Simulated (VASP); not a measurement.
# NaH in VASP: a series of runs

The runs below take NaH through single point, with PBE.

All numbers are computed with VASP 6.6.1; they aren't measurements. Logs are shortened: lines on timing, memory, paths and dates and some standing lists are left out, and cuts for length are marked.

## Step 1: The cell of the first run

The typed cell holds 4 atoms: a = 3.891 Å, b = 3.891 Å, c = 4.775 Å, α = 90.00°, β = 90.00°, γ = 120.00°.

## Step 2: Single point, PBE (volume changed by -6%)

Input file INCAR:

```
SYSTEM = NaH
PREC = Accurate ; ENCUT = 520
EDIFF = 1E-7 ; ISMEAR = 0
SIGMA = 0.01 ; LREAL = .False.
LASPH = .True. ; NELM = 80
ALGO = Normal ; ISIF = 2
LWAVE = .False. ; LCHARG = .False.
GGA = PE ; NBANDS = 16
```

Input file KPOINTS:

```
Automatic mesh
0
Gamma
  6 6 4
  0 0 0
```

Input file POSCAR:

```
NaH
1.0
    3.8905739988      0.0000000000      0.0000000000
   -1.9452869994      3.3693359183      0.0000000000
    0.0000000000      0.0000000000      4.7745241234
Na H
2 2
Direct
    0.3333333333      0.6666666667     -0.0625143191
    0.6666666667      0.3333333333      0.4374856809
    0.3333333333      0.6666666667      0.4375143191
    0.6666666667      0.3333333333      0.9375143191
```

Potentials or basis: VASP PAW PBE potentials, release 64 (Na_pv, H).

On the command line:

```sh
$ cat potpaw_PBE.64/Na_pv/POTCAR potpaw_PBE.64/H/POTCAR > POTCAR
$ mpirun -np 1 vasp_std > vasp.out
```

OUTCAR:

```text
SYSTEM = NaH
   PREC = Accurate
   ENCUT = 520
   EDIFF = 1E-7
   ISMEAR = 0
   LREAL = .False.
   LASPH = .True.
   NELM = 80
   ISIF = 2
   GGA = PE

 ion  position               nearest neighbor table
   1  0.333  0.667  0.937-
   2  0.667  0.333  0.437-
   3  0.333  0.667  0.438-
   4  0.667  0.333  0.938-

  LATTYP: Found a hexagonal cell.
 ALAT       =     3.8905739988
 C/A-ratio  =     1.2272030104

  Lattice vectors:

 A1 = (   3.8905739988,   0.0000000000,   0.0000000000)
 A2 = (  -1.9452869994,   3.3693359183,   0.0000000000)
 A3 = (   0.0000000000,   0.0000000000,   4.7745241234)

Analysis of symmetry for initial positions (statically):
=====================================================================
 Subroutine PRICEL returns:
 Original cell was already a primitive cell.

 Routine SETGRP: Setting up the symmetry group for a
 hexagonal supercell.

 Subroutine GETGRP returns: Found 12 space group operations
 (whereof  6 operations were pure point group operations)
 out of a pool of 24 trial point group operations.

The static configuration has the point symmetry C_3v.
 The point group associated with its full space group is C_6v.

Analysis of symmetry for dynamics (positions and initial velocities):
=====================================================================
 Subroutine PRICEL returns:
 Original cell was already a primitive cell.

 Routine SETGRP: Setting up the symmetry group for a
 hexagonal supercell.

 Subroutine GETGRP returns: Found 12 space group operations
 (whereof  6 operations were pure point group operations)
 out of a pool of 24 trial point group operations.

The dynamic configuration has the point symmetry C_3v.
 The point group associated with its full space group is C_6v.

 Subroutine INISYM returns: Found 12 space group operations
 (whereof  6 operations are pure point group operations),
 and found     1 'primitive' translations

----------------------------------------------------------------------------------------

                                     Primitive cell

  volume of cell :      62.5876

  direct lattice vectors                    reciprocal lattice vectors
     3.890573999  0.000000000  0.000000000     0.257031482  0.148397195  0.000000000
    -1.945286999  3.369335918  0.000000000     0.000000000  0.296794390  0.000000000
     0.000000000  0.000000000  4.774524123     0.000000000  0.000000000  0.209444957

  length of vectors
     3.890573999  3.890573999  4.774524123     0.296794390  0.296794390  0.209444957

  position of ions in fractional coordinates (direct lattice)
     0.333333333  0.666666667  0.937485681
     0.666666667  0.333333333  0.437485681
     0.333333333  0.666666667  0.437514319
     0.666666667  0.333333333  0.937514319

  ion indices of the primitive-cell ions
   primitive index   ion index
                 1           1
                 2           2
                 3           3
                 4           4

----------------------------------------------------------------------------------------

 KPOINTS: Automatic mesh

Automatic generation of k-mesh.
 Grid dimensions read from file:
 generate k-points for:    6    6    4

 Generating k-lattice:

  Cartesian coordinates                     Fractional coordinates (reciprocal lattice)
     0.042838580  0.024732866  0.000000000     0.166666667  0.000000000  0.000000000
     0.000000000  0.049465732  0.000000000     0.000000000  0.166666667  0.000000000
     0.000000000  0.000000000  0.052361239     0.000000000  0.000000000  0.250000000

  Length of vectors
     0.049465732  0.049465732  0.052361239

  Shift w.r.t. Gamma in fractional coordinates (k-lattice)
     0.000000000  0.000000000  0.000000000

 Subroutine IBZKPT returns following result:
 ===========================================

 Found     21 irreducible k-points:

 Following reciprocal coordinates:
            Coordinates               Weight
  0.000000  0.000000  0.000000      1.000000
  0.166667  0.000000  0.000000      6.000000
  0.333333  0.000000  0.000000      6.000000
  0.500000  0.000000  0.000000      3.000000
  0.166667  0.166667  0.000000      6.000000
  0.333333  0.166667  0.000000     12.000000
[... 13 lines left out ...]
  0.333333  0.166667  0.500000     12.000000
  0.333333  0.333333  0.500000      2.000000
   k-points           NKPTS =     21   k-points in BZ     NKDIM =     21   number of bands    NBANDS=     16
   number of dos      NEDOS =    301   number of ions     NIONS =      4
   total plane-waves  NPLWV =  32400
   dimension x,y,z NGX =    30 NGY =   30 NGZ =   36
   dimension x,y,z NGXF=    60 NGYF=   60 NGZF=   72
   ions per type =               2   2
   NGX,Y,Z   is equivalent  to a cutoff of  12.82, 12.82, 12.53 a.u.
   NGXF,Y,Z  is equivalent  to a cutoff of  25.64, 25.64, 25.07 a.u.
 SYSTEM =  NaH
   PREC   = accura    normal or accurate (medium, high low for compatibility)
   ISTART =      0    job   : 0-new  1-cont  2-samecut
   ICHARG =      2    charge: 1-file 2-atom 10-const
   ISPIN  =      1    spin polarized calculation?
   LNONCOLLINEAR =      F non collinear calculations
   LSORBIT =      F    spin-orbit coupling
   LASPH  =      T    aspherical Exc in radial PAW
   ENCUT  =  520.0 eV  38.22 Ry    6.18 a.u.   7.23  7.23  8.88*2*pi/ulx,y,z
   NELM   =     80;   NELMIN=  2; NELMDL= -5     # of ELM steps
   EDIFF  = 0.1E-06   stopping-criterion for ELM
   LREAL  =      F    real-space projection
   EDIFFG = 0.1E-05   stopping-criterion for IOM
   NSW    =      0    number of steps for IOM
   IBRION =     -1    ionic relax: 0-MD 1-quasi-New 2-CG
   NFREE  =      0    steps in history (QN), initial steepest desc. (CG)
   ISIF   =      2    stress and relaxation
   ISYM   =      2    0-nonsym 1-usesym 2-fastsym
   POTIM  = 0.5000    time-step for ionic-motion
   TEBEG  =    0.0;   TEEND  =   0.0 temperature during run
   PSTRESS=    0.0 pullay stress
   NELECT =      16.0000    total number of electrons
   NUPDOWN=      -1.0000    fix difference up-down
   EMIN   =  10.00;   EMAX   =-10.00  energy-range for DOS
   EFERMI =   0.00;   METHOD = LEGACY
   ISMEAR =     0;   SIGMA  =   0.01  broadening in eV -4-tet -1-fermi 0-gaus
   EFERMI_NEDOS =   21; number of points for ismear=-14 and -15
   IALGO  =     38    algorithm
   IMIX   =      4    mixing-type and parameters
     AMIX     =   0.40;   BMIX     =  1.00
     AMIX_MAG =   1.60;   BMIX_MAG =  1.00
  volume/ion in A,a.u.               =      15.65       105.59
  Fermi-wavevector in a.u.,A,eV,Ry     =   1.039008  1.963440 14.687995  1.079537
  Thomas-Fermi vector in A             =   2.173518
   LORBIT       =      0    0 simple, 1 ext, 2 COOP (PROOUT), +10 PAW based schemes
   GGA     = PE    functional components
   LHFCALC =     F    Hartree Fock is set to
   AEXX    =    0.0000 exact exchange contribution
   IVDW    =     0    specifies the selected vdW correction
   LEPSILON=     F    determine dielectric tensor
   LRPA    =     F    only Hartree local field effects (RPA)
 non-spin polarized calculation
 Gauss-broadening in eV      SIGMA  =   0.01
  energy-cutoff  :      520.00
  volume of cell :       62.59
 maximum number of plane-waves:      1715
 NGX is ok and might be reduce to    30
   NGX = 15   NGY = 15   NGZ = 17

 number of electron      16.0000015 magnetization

 Free energy of the ion-electron system (eV)
  ---------------------------------------------------
  ext. energy  EPLUGINS =         0.00000000
  ---------------------------------------------------
  free energy    TOTEN  =       -10.05812808 eV

  energy without entropy =      -10.05812808  energy(sigma->0) =      -10.05812808

 E-fermi :  -1.2633     XC(G=0):  -7.2426

 val. band max:       -1.3066856978   @ k =   0.1667   0.0000   0.0000
 cond. band min:       2.0495881563   @ k =   0.3333   0.3333   0.0000
 fundamental gap:      3.3562738541
 Fermi energy:        -1.2633134974

 k-point     1 :       0.0000    0.0000    0.0000
  band No.  band energies     occupation
      1     -23.5350      2.00000
      2     -23.4884      2.00000
      3     -23.4884      2.00000
      4     -23.4567      2.00000
      5     -23.4567      2.00000
      6     -23.4357      2.00000
[... 8 lines left out ...]
     15       9.7113      0.00000
     16      14.5200      0.00000

 k-point     2 :       0.1667    0.0000    0.0000
  band No.  band energies     occupation
      1     -23.5285      2.00000
      2     -23.4931      2.00000
      3     -23.4917      2.00000
      4     -23.4634      2.00000
      5     -23.4559      2.00000
      6     -23.4410      2.00000
[... 8 lines left out ...]
     15      11.7407      0.00000
     16      12.4589      0.00000

 k-point     3 :       0.3333    0.0000    0.0000
  band No.  band energies     occupation
      1     -23.5121      2.00000
      2     -23.5030      2.00000
      3     -23.4976      2.00000
      4     -23.4762      2.00000
      5     -23.4550      2.00000
      6     -23.4549      2.00000
[... 8 lines left out ...]
     15      11.2234      0.00000
     16      12.3791      0.00000

 k-point     4 :       0.5000    0.0000    0.0000
  band No.  band energies     occupation
      1     -23.5082      2.00000
      2     -23.5004      2.00000
      3     -23.4994      2.00000
      4     -23.4822      2.00000
      5     -23.4666      2.00000
      6     -23.4546      2.00000
[... 8 lines left out ...]
     15      10.8929      0.00000
     16      12.0279      0.00000
[... 267 lines left out ...]
 k-point    19 :       0.1667    0.1667    0.5000
  band No.  band energies     occupation
      1     -23.5184      2.00000
      2     -23.5184      2.00000
      3     -23.4772      2.00000
      4     -23.4772      2.00000
      5     -23.4531      2.00000
      6     -23.4531      2.00000
[... 8 lines left out ...]
     15      11.9377      0.00000
     16      11.9377      0.00000

 k-point    20 :       0.3333    0.1667    0.5000
  band No.  band energies     occupation
      1     -23.5294      2.00000
      2     -23.5294      2.00000
      3     -23.4814      2.00000
      4     -23.4814      2.00000
      5     -23.4470      2.00000
      6     -23.4470      2.00000
[... 8 lines left out ...]
     15      13.1163      0.00000
     16      13.1163      0.00000

 k-point    21 :       0.3333    0.3333    0.5000
  band No.  band energies     occupation
      1     -23.5307      2.00000
      2     -23.5307      2.00000
      3     -23.4860      2.00000
      4     -23.4860      2.00000
      5     -23.4441      2.00000
      6     -23.4441      2.00000
[... 8 lines left out ...]
     15      13.5834      0.00000
     16      13.5834      0.00000

------------------------ aborting loop because EDIFF is reached ----------------------------------------

  FORCE on cell =-STRESS in cart. coord.  units (eV):
  Direction    XX          YY          ZZ          XY          YZ          ZX
  --------------------------------------------------------------------------------------
  -------------------------------------------------------------------------------------
  Total        0.5053196      0.5053196      0.5118431      0.0000000      0.0000000      0.0000000
  in kB       12.9356614     12.9356614     13.1026553      0.0000000      0.0000000      0.0000000
  external PRESSURE =      12.9913260 kB  Pullay stress =       0.0000000 kB

 VOLUME and BASIS-vectors are now :
 -----------------------------------------------------------------------------
  energy-cutoff  :      520.00
  volume of cell :       62.59
      direct lattice vectors                 reciprocal lattice vectors
     3.890573999  0.000000000  0.000000000     0.257031482  0.148397195  0.000000000
    -1.945286999  3.369335918  0.000000000     0.000000000  0.296794390  0.000000000
     0.000000000  0.000000000  4.774524123     0.000000000  0.000000000  0.209444957

 POSITION                                       TOTAL-FORCE (eV/Angst)
 -----------------------------------------------------------------------------------
     -0.00000      2.24622      4.47605        -0.000000      0.000000      0.000118
      1.94529      1.12311      2.08879         0.000000     -0.000000      0.000118
     -0.00000      2.24622      2.08892        -0.000000      0.000000     -0.000118
      1.94529      1.12311      4.47618         0.000000      0.000000     -0.000118
 -----------------------------------------------------------------------------------
    total drift:                               -0.000000      0.000000      0.000008

  FREE ENERGIE OF THE ION-ELECTRON SYSTEM (eV)
  ---------------------------------------------------
  free  energy   TOTEN  =       -10.0581280850 eV

  energy  without entropy=      -10.0581280850  energy(sigma->0) =      -10.05812808
```

Run time: 13 s. Hardware: 1 thread of Intel Xeon 6975P-C (Granite Rapids), shared host; peak memory 0.17 GiB.

What came out:

```
Free energy            : -10.0581 eV
Pressure               : 1.3 GPa
Band gap on the k mesh : 3.36 eV, indirect (least direct gap 4.28 eV)
```

Caveat: the cell differs from its parent crystal (volume changed by -6%). A k mesh can miss the band edges.

## Step 3: Single point, PBE

This run uses another cell than the first one, of 16.65 Å³/atom, 1.064 times its volume.

Input file INCAR:

```
SYSTEM = NaH
PREC = Accurate ; ENCUT = 520
EDIFF = 1E-6 ; ISMEAR = 0
SIGMA = 0.01 ; LREAL = .FALSE.
LASPH = .TRUE. ; NELM = 60
ALGO = Normal ; ISIF = 2
LWAVE = .FALSE. ; LCHARG = .TRUE.
GGA = PE ; LELF = .TRUE.
LVHAR = .TRUE. ; NBANDS = 16
```

Input file KPOINTS:

```
regular mesh
0
G
  6 6 4
  0 0 0
```

Input file POSCAR:

```
NaH
1.0
    3.9716508474      0.0000000000      0.0000000000
   -1.9858254237      3.4395505289      0.0000000000
    0.0000000000      0.0000000000      4.8740218761
Na H
2 2
Direct
    0.3333333333      0.6666666667     -0.0625143191
    0.6666666667      0.3333333333      0.4374856809
    0.3333333333      0.6666666667      0.4375143191
    0.6666666667      0.3333333333      0.9375143191
```

Potentials or basis: VASP PAW PBE potentials, release 64 (Na_pv, H).

On the command line:

```sh
$ cat potpaw_PBE.64/Na_pv/POTCAR potpaw_PBE.64/H/POTCAR > POTCAR
$ mpirun -np 1 vasp_std > vasp.out
```

Wall time 9.7 s (1 thread of Intel Xeon 6975P-C (Granite Rapids), shared host); peak memory 0.17 GiB.

The run converged. Its results:

| Quantity | Value |
| --- | --- |
| Free energy | -10.0748 eV |
| Pressure | 0.0 GPa |
| Band gap on the k mesh | 3.34 eV, indirect (least direct gap 4.23 eV) |

Levels at points of the mesh, in eV from the valence-band top:
| k point | band 4 | band 5 | band 6 | band 7 | band 8 | band 9 | band 10 | band 11 | band 12 | band 13 |
| --- | --- | --- | --- | --- | --- | --- | --- | --- | --- | --- |
| (0.00, 0.00, 0.00) | -22.25 | -22.25 | -22.24 | -3.28 | -0.02 | 4.85 | 7.91 | 10.24 | 10.24 | 10.54 |
| (0.50, 0.00, 0.00) | -22.27 | -22.26 | -22.25 | -1.48 | -0.59 | 3.87 | 7.46 | 7.51 | 7.81 | 7.85 |
| (0.00, 0.00, 0.50) | -22.27 | -22.27 | -22.27 | -1.99 | -1.99 | 6.86 | 6.86 | 11.01 | 11.01 | 11.01 |
| (0.50, 0.00, 0.50) | -22.27 | -22.25 | -22.25 | -0.81 | -0.81 | 3.94 | 3.94 | 8.44 | 8.44 | 9.14 |
